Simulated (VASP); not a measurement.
# Ti (Im-3m) in VASP: settings compared

Aim: see how the results for Ti move with the level of theory and the settings. Levels: r2SCAN, PBEsol. Tasks: single point.

Program: VASP 6.6.1. These are calculated values, not measurements. Logs are shortened: lines on timing, memory, paths and dates and some standing lists are left out, and cuts for length are marked.

### 1 The cell of the first run

It takes space group Im-3m (No. 229, cubic). Conventional cell: a = 3.226 Å, b = 3.226 Å, c = 3.226 Å, α = 90.00°, β = 90.00°, γ = 90.00°. Ti (site symmetry m-3m) has 14 Ti at 2.79 to 3.23 Å within 3.7 Å.

### 2 Single point, r2SCAN (functional r2SCAN, strained)

The input, POSCAR:

```
Ti
1.0
   -1.6129224900      1.6129224900      1.6129224900
    1.6129224900     -1.6129224900      1.6129224900
    1.6129224900      1.6129224900     -1.6129224900
Ti
1
Direct
    0.0000000000      0.0000000000      0.0000000000
```

The input, INCAR.step1:

```
ALGO = Normal
EDIFF = 1E-4
ENCUT = 520
GGA = PE
ISMEAR = 0
LASPH = T
LCHARG = F
LREAL = F
LWAVE = T
NBANDS = 12
NELM = 80
PREC = Accurate
SIGMA = 0.1
```

The input, INCAR.step2:

```
ALGO = Normal
EDIFF = 1E-6
ENCUT = 520
ISIF = 2
ISMEAR = 0
ISTART = 1
LASPH = T
LCHARG = F
LMIXTAU = T
LREAL = F
LWAVE = F
METAGGA = R2SCAN
NBANDS = 12
NELM = 80
PREC = Accurate
SIGMA = 0.1
```

The input, KPOINTS:

```
k-points
0
Gamma
  18 18 18
```

Potentials or basis: VASP PAW PBE potentials, release 64 (Ti_sv).

Launch:

```
cat potpaw_PBE.64/Ti_sv/POTCAR > POTCAR
cp INCAR.step1 INCAR
mpirun -np 1 vasp_std > vasp.out
cp INCAR.step2 INCAR
mpirun -np 1 vasp_std > vasp.out
```

OUTCAR:

```text
EDIFF = 1E-6
   ENCUT = 520
   ISIF = 2
   ISMEAR = 0
   ISTART = 1
   LASPH = T
   LREAL = F
   METAGGA = R2SCAN
   NELM = 80
   PREC = Accurate

 ion  position               nearest neighbor table
   1  0.000  0.000  0.000-

  LATTYP: Found a body centered cubic cell.
 ALAT       =     3.2258449800

  Lattice vectors:

 A1 = (  -1.6129224900,   1.6129224900,   1.6129224900)
 A2 = (   1.6129224900,  -1.6129224900,   1.6129224900)
 A3 = (   1.6129224900,   1.6129224900,  -1.6129224900)

Analysis of symmetry for initial positions (statically):
=====================================================================
 Subroutine PRICEL returns:
 Original cell was already a primitive cell.

 Routine SETGRP: Setting up the symmetry group for a
 body centered cubic supercell.

 Subroutine GETGRP returns: Found 48 space group operations
 (whereof 48 operations were pure point group operations)
 out of a pool of 48 trial point group operations.

The static configuration has the point symmetry O_h .

Analysis of symmetry for dynamics (positions and initial velocities):
=====================================================================
 Subroutine PRICEL returns:
 Original cell was already a primitive cell.

 Routine SETGRP: Setting up the symmetry group for a
 body centered cubic supercell.

 Subroutine GETGRP returns: Found 48 space group operations
 (whereof 48 operations were pure point group operations)
 out of a pool of 48 trial point group operations.

The dynamic configuration has the point symmetry O_h .

 Subroutine INISYM returns: Found 48 space group operations
 (whereof 48 operations are pure point group operations),
 and found     1 'primitive' translations

----------------------------------------------------------------------------------------

                                     Primitive cell

  volume of cell :      16.7842

  direct lattice vectors                    reciprocal lattice vectors
    -1.612922490  1.612922490  1.612922490     0.000000000  0.309996297  0.309996297
     1.612922490 -1.612922490  1.612922490     0.309996297  0.000000000  0.309996297
     1.612922490  1.612922490 -1.612922490     0.309996297  0.309996297  0.000000000

  length of vectors
     2.793663701  2.793663701  2.793663701     0.438400968  0.438400968  0.438400968

  position of ions in fractional coordinates (direct lattice)
     0.000000000  0.000000000  0.000000000

  ion indices of the primitive-cell ions
   primitive index   ion index
                 1           1

----------------------------------------------------------------------------------------

 KPOINTS: k-points

Automatic generation of k-mesh.
 Grid dimensions read from file:
 generate k-points for:   18   18   18

 Generating k-lattice:

  Cartesian coordinates                     Fractional coordinates (reciprocal lattice)
     0.000000000  0.017222017  0.017222017     0.055555556  0.000000000  0.000000000
     0.017222017  0.000000000  0.017222017     0.000000000  0.055555556  0.000000000
     0.017222017  0.017222017  0.000000000     0.000000000  0.000000000  0.055555556

  Length of vectors
     0.024355609  0.024355609  0.024355609

  Shift w.r.t. Gamma in fractional coordinates (k-lattice)
     0.000000000  0.000000000  0.000000000

 Subroutine IBZKPT returns following result:
 ===========================================

 Found    195 irreducible k-points:

 Following reciprocal coordinates:
            Coordinates               Weight
  0.000000  0.000000  0.000000      1.000000
  0.055556  0.000000  0.000000     12.000000
  0.111111  0.000000  0.000000     12.000000
  0.166667  0.000000  0.000000     12.000000
  0.222222  0.000000  0.000000     12.000000
  0.277778  0.000000  0.000000     12.000000
[... 16 lines left out ...]
  0.333333  0.111111  0.000000     48.000000
  0.388889  0.111111  0.000000     48.000000
 [... further k-points ...]
   k-points           NKPTS =    195   k-points in BZ     NKDIM =    195   number of bands    NBANDS=     12
   number of dos      NEDOS =    301   number of ions     NIONS =      1
   total plane-waves  NPLWV =  13824
   dimension x,y,z NGX =    24 NGY =   24 NGZ =   24
   dimension x,y,z NGXF=    48 NGYF=   48 NGZF=   48
   ions per type =               1
   NGX,Y,Z   is equivalent  to a cutoff of  14.28, 14.28, 14.28 a.u.
   NGXF,Y,Z  is equivalent  to a cutoff of  28.56, 28.56, 28.56 a.u.
 SYSTEM =  unknown system
   PREC   = accura    normal or accurate (medium, high low for compatibility)
   ISTART =      1    job   : 0-new  1-cont  2-samecut
   ICHARG =      0    charge: 1-file 2-atom 10-const
   ISPIN  =      1    spin polarized calculation?
   LNONCOLLINEAR =      F non collinear calculations
   LSORBIT =      F    spin-orbit coupling
   LASPH  =      T    aspherical Exc in radial PAW
   ENCUT  =  520.0 eV  38.22 Ry    6.18 a.u.   5.19  5.19  5.19*2*pi/ulx,y,z
   NELM   =     80;   NELMIN=  2; NELMDL=  0     # of ELM steps
   EDIFF  = 0.1E-05   stopping-criterion for ELM
   LREAL  =      F    real-space projection
   EDIFFG = 0.1E-04   stopping-criterion for IOM
   NSW    =      0    number of steps for IOM
   IBRION =     -1    ionic relax: 0-MD 1-quasi-New 2-CG
   NFREE  =      0    steps in history (QN), initial steepest desc. (CG)
   ISIF   =      2    stress and relaxation
   ISYM   =      2    0-nonsym 1-usesym 2-fastsym
   POTIM  = 0.5000    time-step for ionic-motion
   TEBEG  =    0.0;   TEEND  =   0.0 temperature during run
   PSTRESS=    0.0 pullay stress
   NELECT =      12.0000    total number of electrons
   NUPDOWN=      -1.0000    fix difference up-down
   EMIN   =  10.00;   EMAX   =-10.00  energy-range for DOS
   EFERMI =   0.00;   METHOD = LEGACY
   ISMEAR =     0;   SIGMA  =   0.10  broadening in eV -4-tet -1-fermi 0-gaus
   EFERMI_NEDOS =   21; number of points for ismear=-14 and -15
   IALGO  =     38    algorithm
   IMIX   =      4    mixing-type and parameters
     AMIX     =   0.40;   BMIX     =  1.00
     AMIX_MAG =   1.60;   BMIX_MAG =  1.00
  volume/ion in A,a.u.               =      16.78       113.27
  Fermi-wavevector in a.u.,A,eV,Ry     =   1.463867  2.766308 29.156032  2.142908
  Thomas-Fermi vector in A             =   2.579911
   LORBIT       =      0    0 simple, 1 ext, 2 COOP (PROOUT), +10 PAW based schemes
   METAGGA = R2SCAN    functional components
   LHFCALC =     F    Hartree Fock is set to
   AEXX    =    0.0000 exact exchange contribution
   IVDW    =     0    specifies the selected vdW correction
   LEPSILON=     F    determine dielectric tensor
   LRPA    =     F    only Hartree local field effects (RPA)
 non-spin polarized calculation
 Gauss-broadening in eV      SIGMA  =   0.10
  energy-cutoff  :      520.00
  volume of cell :       16.78
 maximum number of plane-waves:       468
 NGX is ok and might be reduce to    24
   NGX = 11   NGY = 11   NGZ = 11

 number of electron      11.9999997 magnetization

 Free energy of the ion-electron system (eV)
  ---------------------------------------------------
  ext. energy  EPLUGINS =         0.00000000
  ---------------------------------------------------
  free energy    TOTEN  =       -12.81452248 eV

  energy without entropy =      -12.80507672  energy(sigma->0) =      -12.80979960

 E-fermi :   8.4879     XC(G=0): -12.5760

 val. band max:        8.4858497538   @ k =  -0.2222   0.3333   0.1111
 cond. band min:       8.5003668648   @ k =  -0.3889   0.3889   0.1111
 fundamental gap:      0.0145171109
 Fermi energy:         8.4878833064

 k-point     1 :       0.0000    0.0000    0.0000
  band No.  band energies     occupation
      1     -50.3479      2.00000
      2     -25.1098      2.00000
      3     -25.1098      2.00000
      4     -25.1098      2.00000
      5       2.0767      2.00000
      6       9.6635      0.00000
      7       9.6635      0.00000
      8       9.6635      0.00000
      9      11.5193      0.00000
     10      11.5193      0.00000
     11      26.8221      0.00000
     12      26.8221      0.00000

 k-point     2 :       0.0556    0.0000    0.0000
  band No.  band energies     occupation
      1     -50.3433      2.00000
      2     -25.1344      2.00000
      3     -25.1172      2.00000
      4     -25.1100      2.00000
      5       2.1901      2.00000
      6       9.6089      0.00000
      7       9.6471      0.00000
      8       9.7460      0.00000
      9      11.4541      0.00000
     10      11.5222      0.00000
     11      26.6553      0.00000
     12      26.8154      0.00000

 k-point     3 :       0.1111    0.0000    0.0000
  band No.  band energies     occupation
      1     -50.3297      2.00000
      2     -25.2045      2.00000
      3     -25.1382      2.00000
      4     -25.1106      2.00000
      5       2.5225      2.00000
      6       9.4551      0.00000
      7       9.5756      0.00000
      8       9.9885      0.00000
      9      11.3070      0.00000
     10      11.5331      0.00000
     11      26.1294      0.00000
     12      26.7063      0.00000

 k-point     4 :       0.1667    0.0000    0.0000
  band No.  band energies     occupation
      1     -50.3090      2.00000
      2     -25.3109      2.00000
      3     -25.1703      2.00000
      4     -25.1115      2.00000
      5       3.0484      2.00000
      6       9.2289      0.00000
      7       9.4034      0.00000
      8      10.3767      0.00000
      9      11.1906      0.00000
     10      11.5577      0.00000
     11      25.2024      0.00000
     12      26.3043      0.00000

 k-point     5 :       0.2222    0.0000    0.0000
  band No.  band energies     occupation
      1     -50.2834      2.00000
      2     -25.4395      2.00000
      3     -25.2095      2.00000
      4     -25.1126      2.00000
      5       3.7201      2.00000
      6       8.9653      0.00000
      7       9.1375      0.00000
      8      10.8843      0.00000
      9      11.1828      0.00000
     10      11.6017      0.00000
     11      23.9083      0.00000
     12      25.5750      0.00000
[... 228 lines left out ...]
      1     -50.2477      2.00000
      2     -25.5917      2.00000
      3     -25.2589      2.00000
      4     -25.1434      2.00000
      5       4.7320      2.00000
      6       8.6038      0.10107
      7       8.7450      0.00028
      8      11.0947      0.00000
      9      11.7564      0.00000
     10      11.8481      0.00000
     11      22.4739      0.00000
     12      24.0356      0.00000

 k-point    22 :       0.2778    0.1111    0.0000
  band No.  band energies     occupation
      1     -50.2234      2.00000
      2     -25.6973      2.00000
      3     -25.3057      2.00000
      4     -25.1460      2.00000
      5       5.4011      2.00000
      6       8.3871      1.84585
      7       8.6124      0.07818
      8      11.2330      0.00000
      9      11.8795      0.00000
     10      12.4339      0.00000
     11      20.9143      0.00000
     12      23.3200      0.00000

 k-point    23 :       0.3333    0.1111    0.0000
  band No.  band energies     occupation
      1     -50.2035      2.00000
      2     -25.7820      2.00000
      3     -25.3443      2.00000
      4     -25.1478      2.00000
      5       5.8560      2.00000
      6       8.2501      1.99923
      7       8.6917      0.00395
      8      11.3748      0.00000
      9      11.9510      0.00000
     10      13.0315      0.00000
     11      19.4800      0.00000
     12      22.7439      0.00000

 k-point    24 :       0.3889    0.1111    0.0000
  band No.  band energies     occupation
      1     -50.1905      2.00000
      2     -25.8366      2.00000
      3     -25.3696      2.00000
      4     -25.1489      2.00000
      5       6.0529      2.00000
      6       8.1610      2.00000
      7       8.9440      0.00000
      8      11.4544      0.00000
      9      12.0356      0.00000
     10      13.4911      0.00000
     11      18.4076      0.00000
     12      22.3661      0.00000

 [... further k-points ...]

------------------------ aborting loop because EDIFF is reached ----------------------------------------

  FORCE on cell =-STRESS in cart. coord.  units (eV):
  Direction    XX          YY          ZZ          XY          YZ          ZX
  --------------------------------------------------------------------------------------
  -------------------------------------------------------------------------------------
  Total        0.3257080      0.3257080      0.3257080      0.0000000      0.0000000      0.0000000
  in kB       31.0912785     31.0912785     31.0912785      0.0000000      0.0000000      0.0000000
  external PRESSURE =      31.0912785 kB  Pullay stress =       0.0000000 kB

 VOLUME and BASIS-vectors are now :
 -----------------------------------------------------------------------------
  energy-cutoff  :      520.00
  volume of cell :       16.78
      direct lattice vectors                 reciprocal lattice vectors
    -1.612922490  1.612922490  1.612922490     0.000000000  0.309996297  0.309996297
     1.612922490 -1.612922490  1.612922490     0.309996297  0.000000000  0.309996297
     1.612922490  1.612922490 -1.612922490     0.309996297  0.309996297  0.000000000

 POSITION                                       TOTAL-FORCE (eV/Angst)
 -----------------------------------------------------------------------------------
      0.00000      0.00000      0.00000         0.000000      0.000000      0.000000
 -----------------------------------------------------------------------------------
    total drift:                                0.000000      0.000000      0.000000

  FREE ENERGIE OF THE ION-ELECTRON SYSTEM (eV)
  ---------------------------------------------------
  free  energy   TOTEN  =       -12.8145224762 eV

  energy  without entropy=      -12.8050767238  energy(sigma->0) =      -12.80979960
```

It took 83 s on 1 thread of Intel Xeon 6975P-C, shared host; peak memory 0.17 GiB.

Results:

```yaml
Free_energy: -12.8145 eV
Pressure: 3.1 GPa
Band_gap_on_the_k_mesh: zero (band 6 reaches 9.66 eV, above the bottom of band 7 at 7.80 eV)
```

Caveat: the cell differs from its parent crystal (functional r2SCAN, strained); the PAW data sets were made with another functional, which shifts forces and pressure a little.

### 3 Single point, PBEsol (volume scaled by 0.88)

The input, INCAR:

```
  ALGO = Normal
  EDIFF = 1E-6
  ENCUT = 520
  GGA = PS
  ISIF = 2
  ISMEAR = 0
  LASPH = True
  LCHARG = False
  LREAL = False
  LWAVE = False
  NBANDS = 12
  NELM = 80
  PREC = Accurate
  SIGMA = 0.1
```

KPOINTS is that of step 2.

The input, POSCAR:

```
Ti
1.0
   -1.5381569949      1.5381569949      1.5381569949
    1.5381569949     -1.5381569949      1.5381569949
    1.5381569949      1.5381569949     -1.5381569949
Ti
1
Direct
    0.0000000000      0.0000000000      0.0000000000
```

Potentials or basis: VASP PAW PBE potentials, release 64 (Ti_sv).

Launch:

```
cat potpaw_PBE.64/Ti_sv/POTCAR > POTCAR
mpirun -np 1 vasp_std > vasp.out
```

OUTCAR:

```text
EDIFF = 1E-6
   ENCUT = 520
   GGA = PS
   ISIF = 2
   ISMEAR = 0
   LASPH = True
   LREAL = False
   NELM = 80
   PREC = Accurate

 ion  position               nearest neighbor table
   1  0.000  0.000  0.000-

  LATTYP: Found a body centered cubic cell.
 ALAT       =     3.0763139898

  Lattice vectors:

 A1 = (  -1.5381569949,   1.5381569949,   1.5381569949)
 A2 = (   1.5381569949,  -1.5381569949,   1.5381569949)
 A3 = (   1.5381569949,   1.5381569949,  -1.5381569949)

Analysis of symmetry for initial positions (statically):
=====================================================================
 Subroutine PRICEL returns:
 Original cell was already a primitive cell.

 Routine SETGRP: Setting up the symmetry group for a
 body centered cubic supercell.

 Subroutine GETGRP returns: Found 48 space group operations
 (whereof 48 operations were pure point group operations)
 out of a pool of 48 trial point group operations.

The static configuration has the point symmetry O_h .

Analysis of symmetry for dynamics (positions and initial velocities):
[... 159 lines left out ...]
 val. band max:        9.8905223328   @ k =  -0.4444   0.5000   0.1111
 cond. band min:       9.9257884847   @ k =  -0.4444  -0.4444   0.1111
 fundamental gap:      0.0352661518
 Fermi energy:         9.9126668956

 k-point     1 :       0.0000    0.0000    0.0000
  band No.  band energies     occupation
      1     -46.0690      2.00000
      2     -21.7380      2.00000
      3     -21.7380      2.00000
      4     -21.7380      2.00000
      5       3.6398      2.00000
      6      11.0430      0.00000
      7      11.0430      0.00000
      8      11.0430      0.00000
      9      13.2382      0.00000
     10      13.2382      0.00000
     11      28.6121      0.00000
     12      28.6121      0.00000
[... 331 lines left out ...]
 k-point    24 :       0.3889    0.1111    0.0000
  band No.  band energies     occupation
      1     -45.7998      2.00000
      2     -22.8503      2.00000
      3     -22.1327      2.00000
      4     -21.8003      2.00000
      5       7.2978      2.00000
      6       9.3617      2.00000
      7      10.8691      0.00000
      8      13.1745      0.00000
      9      13.8902      0.00000
     10      15.6575      0.00000
     11      21.1695      0.00000
     12      24.5738      0.00000

 [... further k-points ...]
[... 5 lines left out ...]
  --------------------------------------------------------------------------------------
  -------------------------------------------------------------------------------------
  Total        1.5518038      1.5518038      1.5518038     -0.0000000     -0.0000000      0.0000000
  in kB      170.7990338    170.7990338    170.7990338     -0.0000000     -0.0000000      0.0000000
  external PRESSURE =     170.7990338 kB  Pullay stress =       0.0000000 kB

 VOLUME and BASIS-vectors are now :
 -----------------------------------------------------------------------------
  energy-cutoff  :      520.00
  volume of cell :       14.56
      direct lattice vectors                 reciprocal lattice vectors
    -1.538156995  1.538156995  1.538156995     0.000000000  0.325064348  0.325064348
     1.538156995 -1.538156995  1.538156995     0.325064348  0.000000000  0.325064348
     1.538156995  1.538156995 -1.538156995     0.325064348  0.325064348  0.000000000

 POSITION                                       TOTAL-FORCE (eV/Angst)
 -----------------------------------------------------------------------------------
      0.00000      0.00000      0.00000         0.000000     -0.000000      0.000000
 -----------------------------------------------------------------------------------
    total drift:                                0.000000      0.000000      0.000000

  FREE ENERGIE OF THE ION-ELECTRON SYSTEM (eV)
  ---------------------------------------------------
  free  energy   TOTEN  =        -8.1448911881 eV

  energy  without entropy=       -8.1356800333  energy(sigma->0) =       -8.14028561
```

OSZICAR:

```text
N       E                     dE             d eps       ncg     rms          rms(c)
DAV:   1     0.868755776181E+02    0.86876E+02   -0.65462E+03  4692   0.125E+03
DAV:   2    -0.489710850833E+01   -0.91773E+02   -0.89282E+02  4752   0.300E+02
DAV:   3    -0.886520917269E+01   -0.39681E+01   -0.39183E+01  6176   0.640E+01
DAV:   4    -0.896211977237E+01   -0.96911E-01   -0.96803E-01  5240   0.864E+00
DAV:   5    -0.896470258070E+01   -0.25828E-02   -0.25828E-02  5340   0.120E+00    0.106E+01
DAV:   6    -0.813270436394E+01    0.83200E+00   -0.17585E+00  5124   0.200E+01    0.311E+00
DAV:   7    -0.812752699481E+01    0.51774E-02   -0.10923E-01  5756   0.407E+00    0.151E+00
DAV:   8    -0.814449224953E+01   -0.16965E-01   -0.49116E-02  4856   0.256E+00    0.161E-01
DAV:   9    -0.814480950690E+01   -0.31726E-03   -0.50634E-03  5724   0.714E-01    0.111E-01
DAV:  10    -0.814491685344E+01   -0.10735E-03   -0.37795E-04  5000   0.219E-01    0.275E-02
DAV:  11    -0.814489176009E+01    0.25093E-04   -0.31309E-05  5424   0.744E-02    0.714E-03
DAV:  12    -0.814489118805E+01    0.57203E-06   -0.92333E-07  4112   0.121E-02
   1 F= -.81448912E+01 E0= -.81402856E+01  d E =-.921115E-02
```

Run time: 18 s. Hardware: 1 thread of Intel Xeon 6975P-C, shared host; peak memory 0.15 GiB.

Results:

```
Free energy            : -8.1449 eV
Pressure               : 17.1 GPa
Band gap on the k mesh : zero (band 6 reaches 11.04 eV, above the bottom of band 7 at 9.22 eV)
```

Caveat: the PAW data sets were made with another functional, which shifts forces and pressure a little.

[end of part 1 of 2]
